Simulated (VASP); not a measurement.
## Sr: single point with RPBE

Sr:

```
Sr
1.0
     0.00000    3.03827    3.03827
     3.03827    0.00000    3.03827
     3.03827    3.03827    0.00000
Sr
1
Direct
  0.00000 0.00000 0.00000
```

| Property | Result |
| --- | --- |
| Program | VASP 6.6.1 |
| Task | single point |
| Functional | RPBE |
| Potentials or basis | VASP PAW PBE potentials, release 64 (Sr_sv) |
| Cutoff | 520 eV |
| k mesh | 15 × 15 × 15 |
| Occupations | fermi-dirac, width 0.1 eV |
| Spin | no spin polarisation |
| Dipole correction | no |
| Further INCAR settings | ALGO = Normal; EDIFF = 1e-06; NBANDS = 11 |

* Pressure: 0.5 GPa
* Band gap on the k mesh: zero (bands 5 and 6 overlap by 0.06 eV)

Levels at points of the mesh, in eV from the Fermi level:
| k point | band 2 | band 3 | band 4 | band 5 | band 6 | band 7 | band 8 | band 9 |
| --- | --- | --- | --- | --- | --- | --- | --- | --- |
| (0.00, 0.00, 0.00) | -18.58 | -18.58 | -18.58 | -3.57 | 2.39 | 2.39 | 2.39 | 3.83 |

It took 56 s on 1 thread of AMD EPYC 7R43 64-Core Processor (Zen 3), with other jobs on the host, peak memory 0.18 GiB.

Caveat: the PAW data sets were made with another functional, which shifts forces and pressure a little.
